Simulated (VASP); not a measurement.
# LaGaRh3 (R-3c) in VASP: relaxation of cell and atoms with PBEsol

Aim: the relaxation of cell and atoms of LaGaRh3 with PBEsol.

Everything below comes from runs of VASP 6.6.1. Logs are shortened: lines on timing, memory, paths and dates and some standing lists are left out, and cuts for length are marked.

**1. The cell of the first run**

The structure is trigonal, space group R-3c (No. 167). Conventional cell: a = 5.950 Å, b = 5.950 Å, c = 14.419 Å, α = 90.00°, β = 90.00°, γ = 120.00°. Ga (site symmetry -3) has 6 Rh at 2.12 Å within 2.8 Å. Rh (site symmetry 2) has 2 Ga at 2.12 Å and 1 La at 2.65 Å within 2.8 Å. Within 3.7 Å of La (site symmetry 32) lie 12 Rh at 2.65 to 3.30 Å and 8 Ga at 3.60 to 3.64 Å.

**2. Relaxation of cell and atoms, PBEsol, target pressure 20 GPa, at which the enthalpy is minimised**

INCAR

```
SYSTEM = LaGaRh3
PREC     = Accurate       ! precision mode
ENCUT    = 600            ! plane-wave cutoff, eV
EDIFF    = 1E-7           ! SCF threshold, eV
ISMEAR   = -1             ! smearing method
SIGMA    = 0.1            ! smearing width, eV
LREAL    = .FALSE.        ! projectors in reciprocal space
LASPH    = .TRUE.         ! aspherical terms in the spheres
NELM     = 100            ! most SCF steps
ALGO     = Normal         ! electronic algorithm
ISIF     = 3              ! what is computed and relaxed
LWAVE    = .FALSE.        ! write WAVECAR
LCHARG   = .FALSE.        ! write CHGCAR
GGA      = PS             ! functional
IBRION   = 2              ! ionic algorithm
NSW      = 60             ! ionic steps
EDIFFG   = -0.01          ! ionic threshold
PSTRESS  = 200.0
```

KPOINTS

```
regular mesh
0
G
  5 5 5
  0 0 0
```

POSCAR

```
LaGaRh3
1.0
    2.9749975000      1.7176186100      4.8064545200
   -2.9749975000      1.7176186100      4.8064545200
    0.0000000000     -3.4352261700      4.8064545200
Ga Rh La
2 6 2
Direct
    0.0000000000      0.0000000000      0.0000000000
    0.5000000000      0.5000000000      0.5000000000
    0.8048000000      0.6952000000      0.2500000000
    0.2500000000      0.8048000000      0.6952000000
    0.6952000000      0.2500000000      0.8048000000
    0.1952000000      0.3048000000      0.7500000000
    0.7500000000      0.1952000000      0.3048000000
    0.3048000000      0.7500000000      0.1952000000
    0.2500000000      0.2500000000      0.2500000000
    0.7500000000      0.7500000000      0.7500000000
```

Potentials or basis: VASP PAW PBE potentials, release 64 (Ga_d, Rh_pv, La).

Started as:

```console
> cat potpaw_PBE.64/Ga_d/POTCAR potpaw_PBE.64/Rh_pv/POTCAR potpaw_PBE.64/La/POTCAR > POTCAR
> mpirun -np 1 vasp_std > vasp.out
```

OUTCAR:

```text
SYSTEM = LaGaRh3
   PREC = Accurate
   ENCUT = 600
   EDIFF = 1E-7
   ISMEAR = -1
   LREAL = .FALSE.
   LASPH = .TRUE.
   NELM = 100
   ISIF = 3
   GGA = PS
   IBRION = 2
   NSW = 60
   EDIFFG = -0.01
   PSTRESS = 200.0

 ion  position               nearest neighbor table
   1  0.000  0.000  0.000-   4 2.12   7 2.12   5 2.12   8 2.12   3 2.12   6 2.12
   2  0.500  0.500  0.500-   5 2.12   8 2.12   7 2.12   4 2.12   3 2.12   6 2.12
   3  0.805  0.695  0.250-   1 2.12   2 2.12   9 2.65  10 2.97  10 2.97   7 2.97   8 2.97   7 2.97
                             8 2.97   4 3.03   5 3.03   4 3.03   5 3.03   9 3.30
   4  0.250  0.805  0.695-   1 2.12   2 2.12   9 2.65   8 2.97   8 2.97  10 2.97   6 2.97   6 2.97
                            10 2.97   3 3.03   3 3.03   5 3.03   5 3.03   9 3.30
   5  0.695  0.250  0.805-   2 2.12   1 2.12   9 2.65   7 2.97   7 2.97  10 2.97   6 2.97  10 2.97
                             6 2.97   3 3.03   3 3.03   4 3.03   4 3.03   9 3.30
   6  0.195  0.305  0.750-   1 2.12   2 2.12  10 2.65   9 2.97   9 2.97   5 2.97   4 2.97   4 2.97
                             5 2.97   8 3.03   7 3.03   8 3.03   7 3.03  10 3.30
   7  0.750  0.195  0.305-   1 2.12   2 2.12  10 2.65   5 2.97   5 2.97   3 2.97   9 2.97   3 2.97
                             9 2.97   6 3.03   6 3.03   8 3.03   8 3.03  10 3.30
   8  0.305  0.750  0.195-   2 2.12   1 2.12  10 2.65   4 2.97   4 2.97   3 2.97   9 2.97   9 2.97
                             3 2.97   6 3.03   6 3.03   7 3.03   7 3.03  10 3.30
   9  0.250  0.250  0.250-   4 2.65   5 2.65   3 2.65   6 2.97   6 2.97   7 2.97   8 2.97   8 2.97
                             7 2.97   5 3.30   4 3.30   3 3.30
  10  0.750  0.750  0.750-   7 2.65   8 2.65   6 2.65   3 2.97   3 2.97   5 2.97   4 2.97   5 2.97
                             4 2.97   8 3.30   7 3.30   6 3.30

  LATTYP: Found a trigonal (rhomboedric) cell.
 ALAT       =     5.9078578090
 COS(alpha) =     0.4928427951

  Lattice vectors:

 A1 = (   2.9749975000,   1.7176186100,   4.8064545200)
 A2 = (  -2.9749975000,   1.7176186100,   4.8064545200)
 A3 = (   0.0000000000,  -3.4352261700,   4.8064545200)

Analysis of symmetry for initial positions (statically):
=====================================================================
 Subroutine PRICEL returns:
 Original cell was already a primitive cell.

 Routine SETGRP: Setting up the symmetry group for a
 trigonal (rhombohedral) supercell.

 Subroutine GETGRP returns: Found 12 space group operations
 (whereof  6 operations were pure point group operations)
 out of a pool of 12 trial point group operations.

The static configuration has the point symmetry S_6 .
 The point group associated with its full space group is D_3d.

Analysis of symmetry for dynamics (positions and initial velocities):
=====================================================================
 Subroutine PRICEL returns:
 Original cell was already a primitive cell.

 Routine SETGRP: Setting up the symmetry group for a
 trigonal (rhombohedral) supercell.

 Subroutine GETGRP returns: Found 12 space group operations
 (whereof  6 operations were pure point group operations)
 out of a pool of 12 trial point group operations.

The dynamic configuration has the point symmetry S_6 .
 The point group associated with its full space group is D_3d.

 Subroutine INISYM returns: Found 12 space group operations
 (whereof  6 operations are pure point group operations),
 and found     1 'primitive' translations

----------------------------------------------------------------------------------------

                                     Primitive cell

  volume of cell :     147.3630

  direct lattice vectors                    reciprocal lattice vectors
     2.974997500  1.717618610  4.806454520     0.168067368  0.097033779  0.069351114
    -2.974997500  1.717618610  4.806454520    -0.168067368  0.097033779  0.069351114
     0.000000000 -3.435226170  4.806454520     0.000000000 -0.194067557  0.069351337

  length of vectors
     5.907861615  5.907861615  5.907857809     0.206086806  0.206086806  0.206086935

  position of ions in fractional coordinates (direct lattice)
     0.000000000  0.000000000  0.000000000
     0.500000000  0.500000000  0.500000000
     0.804800000  0.695200000  0.250000000
     0.250000000  0.804800000  0.695200000
     0.695200000  0.250000000  0.804800000
     0.195200000  0.304800000  0.750000000
[... 49 lines left out ...]
  0.200000  0.200000  0.000000      6.000000
  0.400000  0.200000  0.000000     12.000000
 -0.400000  0.200000  0.000000     12.000000
[... 11 lines left out ...]
  0.400000  0.400000  0.400000      2.000000
 -0.400000  0.400000  0.400000      6.000000
   k-points           NKPTS =     19   k-points in BZ     NKDIM =     19   number of bands    NBANDS=     82
   number of dos      NEDOS =    301   number of ions     NIONS =     10
   total plane-waves  NPLWV = 110592
   dimension x,y,z NGX =    48 NGY =   48 NGZ =   48
   dimension x,y,z NGXF=    96 NGYF=   96 NGZF=   96
   ions per type =               2   6   2
   NGX,Y,Z   is equivalent  to a cutoff of  13.51, 13.51, 13.51 a.u.
   NGXF,Y,Z  is equivalent  to a cutoff of  27.01, 27.01, 27.01 a.u.
 SYSTEM =  LaGaRh3
   PREC   = accura    normal or accurate (medium, high low for compatibility)
   ISTART =      0    job   : 0-new  1-cont  2-samecut
   ICHARG =      2    charge: 1-file 2-atom 10-const
   ISPIN  =      1    spin polarized calculation?
   LNONCOLLINEAR =      F non collinear calculations
   LSORBIT =      F    spin-orbit coupling
   LASPH  =      T    aspherical Exc in radial PAW
   ENCUT  =  600.0 eV  44.10 Ry    6.64 a.u.  11.80 11.80 11.80*2*pi/ulx,y,z
   NELM   =    100;   NELMIN=  2; NELMDL= -5     # of ELM steps
   EDIFF  = 0.1E-06   stopping-criterion for ELM
   LREAL  =      F    real-space projection
   EDIFFG = -.1E-01   stopping-criterion for IOM
   NSW    =     60    number of steps for IOM
   IBRION =      2    ionic relax: 0-MD 1-quasi-New 2-CG
   NFREE  =      1    steps in history (QN), initial steepest desc. (CG)
   ISIF   =      3    stress and relaxation
   ISYM   =      2    0-nonsym 1-usesym 2-fastsym
   POTIM  = 0.5000    time-step for ionic-motion
   TEBEG  =    0.0;   TEEND  =   0.0 temperature during run
   PSTRESS=  200.0 pullay stress
   NELECT =     138.0000    total number of electrons
   NUPDOWN=      -1.0000    fix difference up-down
   EMIN   =  10.00;   EMAX   =-10.00  energy-range for DOS
   EFERMI =   0.00;   METHOD = LEGACY
   ISMEAR =    -1;   SIGMA  =   0.10  broadening in eV -4-tet -1-fermi 0-gaus
   EFERMI_NEDOS =   21; number of points for ismear=-14 and -15
   IALGO  =     38    algorithm
   IMIX   =      4    mixing-type and parameters
     AMIX     =   0.40;   BMIX     =  1.00
     AMIX_MAG =   1.60;   BMIX_MAG =  1.00
  volume/ion in A,a.u.               =      14.74        99.45
  Fermi-wavevector in a.u.,A,eV,Ry     =   1.601665  3.026708 34.903445  2.565331
  Thomas-Fermi vector in A             =   2.698608
   LORBIT       =      0    0 simple, 1 ext, 2 COOP (PROOUT), +10 PAW based schemes
   GGA     = PS    functional components
   LHFCALC =     F    Hartree Fock is set to
   AEXX    =    0.0000 exact exchange contribution
   IVDW    =     0    specifies the selected vdW correction
   LEPSILON=     F    determine dielectric tensor
   LRPA    =     F    only Hartree local field effects (RPA)
 conjugate gradient relaxation of ions
 non-spin polarized calculation
  energy-cutoff  :      600.00
  volume of cell :      147.36
 maximum number of plane-waves:      4945
   NGX = 23   NGY = 23   NGZ = 23

--------------------------------------- Ionic step        1  -------------------------------------------

 number of electron     138.0000009 magnetization

 Free energy of the ion-electron system (eV)
  ---------------------------------------------------
  ext. energy  EPLUGINS =         0.00000000
  ---------------------------------------------------
  free energy    TOTEN  =       -61.92340489 eV

  energy without entropy =      -61.77981882  energy(sigma->0) =      -61.85161186

------------------------ aborting loop because EDIFF is reached ----------------------------------------

  FORCE on cell =-STRESS in cart. coord.  units (eV):
  Direction    XX          YY          ZZ          XY          YZ          ZX
  --------------------------------------------------------------------------------------
  -------------------------------------------------------------------------------------
  Total       54.9924339     54.9923903     50.6583737      0.0000000      0.0000388      0.0000000
  in kB      597.8951431    597.8946691    550.7738686      0.0000000      0.0004221      0.0000000
  external PRESSURE =     382.1878936 kB  Pullay stress =     200.0000000 kB
[... 121 lines left out ...]
  energy  without entropy=      -66.9300298441  energy(sigma->0) =      -67.02815332

  enthalpy is  TOTEN    =       -45.7184194305 eV   P V=       21.4078573612

 E-fermi :   9.9760     XC(G=0): -12.7177

 val. band max:        9.9533379862   @ k =   0.4000   0.2000   0.0000
 cond. band min:       9.9818022304   @ k =   0.2000   0.2000   0.0000
 fundamental gap:      0.0284642442
 Fermi energy:         9.9760196557

 k-point     1 :       0.0000    0.0000    0.0000
  band No.  band energies     occupation
      1     -35.9381      2.00000
      2     -35.8734      2.00000
      3     -35.8733      2.00000
      4     -35.7722      2.00000
      5     -35.7722      2.00000
      6     -35.7336      2.00000
[... 1585 lines left out ...]
     80      13.7146      0.00000
     81      13.8239      0.00000
 [bands above 81 left out]

[... ionic steps 4 to 38 ...]

--------------------------------------- Ionic step       39  -------------------------------------------

 number of electron     137.9999890 magnetization

------------------------ aborting loop because EDIFF is reached ----------------------------------------
[... 87 lines left out ...]
--------------------------------------- Ionic step       41  -------------------------------------------

 number of electron     137.9999879 magnetization

 Free energy of the ion-electron system (eV)
  ---------------------------------------------------
  ext. energy  EPLUGINS =         0.00000000
  ---------------------------------------------------
  free energy    TOTEN  =       -67.44305635 eV

  energy without entropy =      -67.28319024  energy(sigma->0) =      -67.36312329

 E-fermi :  10.8789     XC(G=0): -13.1002

 val. band max:       10.8687670160   @ k =   0.4000   0.4000   0.4000
 cond. band min:      10.9303550669   @ k =   0.4000   0.0000   0.0000
 fundamental gap:      0.0615880509
 Fermi energy:        10.8788891660

 k-point     1 :       0.0000    0.0000    0.0000
  band No.  band energies     occupation
      1     -35.0205      2.00000
      2     -35.0062      2.00000
      3     -35.0042      2.00000
      4     -34.9816      2.00000
      5     -34.9802      2.00000
      6     -34.9623      2.00000
[... 1585 lines left out ...]
     80      14.5810      0.00000
     81      14.9909      0.00000
 [bands above 81 left out]

------------------------ aborting loop because EDIFF is reached ----------------------------------------

  FORCE on cell =-STRESS in cart. coord.  units (eV):
  Direction    XX          YY          ZZ          XY          YZ          ZX
  --------------------------------------------------------------------------------------
  -------------------------------------------------------------------------------------
  Total       19.6885258     19.6855950     19.5936225     -0.0000000      0.0035812      0.0000000
  in kB      200.6718862    200.6420139    199.7046008     -0.0000000      0.0365013      0.0000000
  external PRESSURE =       0.3395003 kB  Pullay stress =     200.0000000 kB
[... 29 lines left out ...]
  energy  without entropy=      -67.2831902365  energy(sigma->0) =      -67.36312329

  enthalpy is  TOTEN    =       -47.8204513010 eV   P V=       19.6226050502

 reached required accuracy - stopping structural energy minimisation
```

It took 2.2 h on 1 thread of Intel Xeon 6975P-C (Granite Rapids), shared host; peak memory 0.52 GiB.

Results:

```yaml
Free_energy: -67.4431 eV
Relaxed_volume: 15.72 Å³/atom
Relaxed_cell: a = 5.500 Å, b = 5.500 Å, c = 5.499 Å, α = 78.29°, β = 78.29°, γ = 78.29°
Space_group_after_relaxing_to_0.1_Å: R-3c (No. 167)
Energy_change_on_relaxing_the_run_minimises_the_enthalpy: -552.0 meV/atom
Ionic_steps: 41
Pressure_after_relaxing: 20.0 GPa
Largest_force_after_relaxing: 0.009 eV/Å
Band_gap_on_the_k_mesh: zero (bands 69 and 70 overlap by 0.72 eV)
```

Forces in eV/Å, atoms in the order of the input:
```
Ga   0.000  0.000  0.000
Ga   0.000  0.000  0.000
Rh   0.009  0.000  0.000
Rh  -0.004  0.007  0.000
Rh  -0.004 -0.007  0.000
Rh  -0.009  0.000  0.000
Rh   0.004 -0.007  0.000
Rh   0.004  0.007  0.000
La   0.000  0.000  0.000
La   0.000  0.000  0.000
```

Stress tensor (GPa, compression positive):
```
20.07  0.00  0.00
 0.00 20.06  0.00
 0.00  0.00 19.97
```

Step by step:
```csv
step,energy change (eV),largest force (eV/Å),pressure (GPa),volume (Å³)
1,0.0000,0.0841,58.22,147.36
3,-5.2029,0.1687,16.09,171.50
5,-4.8470,0.1468,19.94,168.34
7,-4.9147,0.0472,20.16,168.15
9,-4.3749,0.4199,26.57,164.24
11,-4.9816,0.2134,20.86,167.91
13,-5.1172,0.2272,19.54,168.92
15,-5.1641,0.3028,19.30,168.90
17,-5.2742,0.5486,19.24,167.78
19,-5.2650,0.5741,19.30,167.44
21,-5.2208,0.5999,19.44,166.96
23,-5.0967,0.6473,19.34,165.74
25,-5.0237,0.7165,19.93,163.51
27,-3.9418,0.1066,22.69,153.17
29,-4.8770,0.5145,20.41,157.02
31,-5.0433,0.2532,20.43,155.07
33,-5.4721,0.0685,20.23,156.89
35,-5.5021,0.1051,20.25,157.11
37,-5.5771,0.0362,19.36,157.67
39,-5.5127,0.0175,20.13,157.14
41,-5.5197,0.0085,20.03,157.19
```

Final structure:
```cif
data_structure
_symmetry_space_group_name_H-M 'P 1'
_symmetry_Int_Tables_number 1
_cell_length_a 5.4998
_cell_length_b 5.4998
_cell_length_c 5.4989
_cell_angle_alpha 78.291
_cell_angle_beta 78.291
_cell_angle_gamma 78.289
_cell_volume 157.19
loop_
_atom_site_label
_atom_site_type_symbol
_atom_site_fract_x
_atom_site_fract_y
_atom_site_fract_z
_atom_site_occupancy
Ga1 Ga 0.00000 0.00000 0.00000 1
Ga2 Ga 0.50000 0.50000 0.50000 1
Rh1 Rh 0.87350 0.62650 0.25000 1
Rh2 Rh 0.25000 0.87350 0.62650 1
Rh3 Rh 0.62650 0.25000 0.87350 1
Rh4 Rh 0.12650 0.37350 0.75000 1
Rh5 Rh 0.75000 0.12650 0.37350 1
Rh6 Rh 0.37350 0.75000 0.12650 1
La1 La 0.25000 0.25000 0.25000 1
La2 La 0.75000 0.75000 0.75000 1
```

Caveat: the cell is relaxed towards a set pressure, so the run minimises the enthalpy, not the energy; the PAW data sets were made with another functional, which shifts forces and pressure a little; spin-orbit coupling is left out, which moves the levels of the heavy elements.
